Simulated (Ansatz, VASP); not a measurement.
**One calculation of Si2Ge, two programs**

INCAR

```
PREC = Accurate
ENCUT = 600
EDIFF = 1E-6
ISMEAR = 0
SIGMA = 0.1
LREAL = F
LASPH = T
NELM = 80
ALGO = Normal
ISIF = 3
LWAVE = F
LCHARG = F
GGA = PE
IBRION = 2
NSW = 80
EDIFFG = -0.025
```

Contents of KPOINTS:

```
regular mesh
0
Gamma
  4 2 2
```

File POSCAR:

```
Si2Ge
1.0
    3.8192912965      0.0360813896     -0.0127586632
    0.0624947998      6.9137965536      0.0054664403
   -0.0312259657      0.0077242209      9.7125909128
Si Ge
8 4
Direct
   -0.0305244606      0.3481957260      0.5419354265
    0.4878069401      0.8347847140      0.5533528189
    0.4975774335      0.1809459000      0.2147564316
    0.0004916638      0.6777484129      0.2109913159
    0.0321900848      0.3246652536      0.7617926502
    0.4816146120      0.8314820211      0.7936588764
    0.4987194023      0.1630990546      0.4486721524
    0.0291274351      0.6535373341      0.4541772575
    0.4817938621      0.4904833840      0.8705923758
    0.0269101858      1.0046449897      0.8842959615
   -0.0091567645     -0.0084767422      0.1312997047
    0.5034496053      0.4988899522      0.1344750286
```

Input for Ansatz:

```yaml
crystal:
  lattice:
    - [3.8192912965, 0.0360813896, -0.0127586632]
    - [0.0624947998, 6.9137965536, 0.0054664403]
    - [-0.0312259657, 0.0077242209, 9.7125909128]
  atoms:
    - { symbol: Si, position: [-0.0305244606, 0.348195726, 0.5419354265] }
    - { symbol: Si, position: [0.4878069401, 0.834784714, 0.5533528189] }
    - { symbol: Si, position: [0.4975774335, 0.1809459, 0.2147564316] }
    - { symbol: Si, position: [0.0004916638, 0.6777484129, 0.2109913159] }
    - { symbol: Si, position: [0.0321900848, 0.3246652536, 0.7617926502] }
    - { symbol: Si, position: [0.481614612, 0.8314820211, 0.7936588764] }
    - { symbol: Si, position: [0.4987194023, 0.1630990546, 0.4486721524] }
    - { symbol: Si, position: [0.0291274351, 0.6535373341, 0.4541772575] }
    - { symbol: Ge, position: [0.4817938621, 0.490483384, 0.8705923758] }
    - { symbol: Ge, position: [0.0269101858, 1.0046449897, 0.8842959615] }
    - { symbol: Ge, position: [-0.0091567645, -0.0084767422, 0.1312997047] }
    - { symbol: Ge, position: [0.5034496053, 0.4988899522, 0.1344750286] }
basis:
  ecutwfc: 420
kpoints:
  mp_grid: { grid: [4, 2, 2] }
hamiltonian:
  xc: pbe
scf:
  occupations: { method: gaussian, width: 0.1 }
  lower_state_search: "off"
output:
  forces: true
  stress: true
  eigenvalues: true
relax:
  adjacent_minimum: "off"
  f_tol: 0.025
  max_steps: 60
  cell: { stress_tol: 0.25 }
```

Change from the starting cell: cell x2, atoms moved at random (sigma 0.1 Å) and cell strained at random (1.5 %), then relaxed without symmetry.

Alike in both runs: task relaxation of cell and atoms; functional PBE; k mesh 4 × 2 × 2; occupations gaussian, width 0.1 eV; no spin polarisation.

|  | VASP | Ansatz |
| --- | --- | --- |
| version | VASP 6.6.1 | Ansatz 0.2.0 |
| potentials or method | VASP PAW PBE potentials, release 64 (Si, Ge_d), cutoff 600 eV | scalar-relativistic, plane waves, PAW |
| valence electrons in the cell | 88 | 88 |

```tsv
	VASP	Ansatz	Ansatz less VASP
gap on the k mesh at the Fermi level, each at its own relaxed structure (eV)	0.59	0.59	-0.005
relaxed volume (Å³/atom)	21.42	21.42	+0.004
relaxed length of the cell vector where the two differ most in proportion (Å)	9.603	9.609	+0.0060
```

The k mesh is coarse, so the values compare programs but aren't converged.
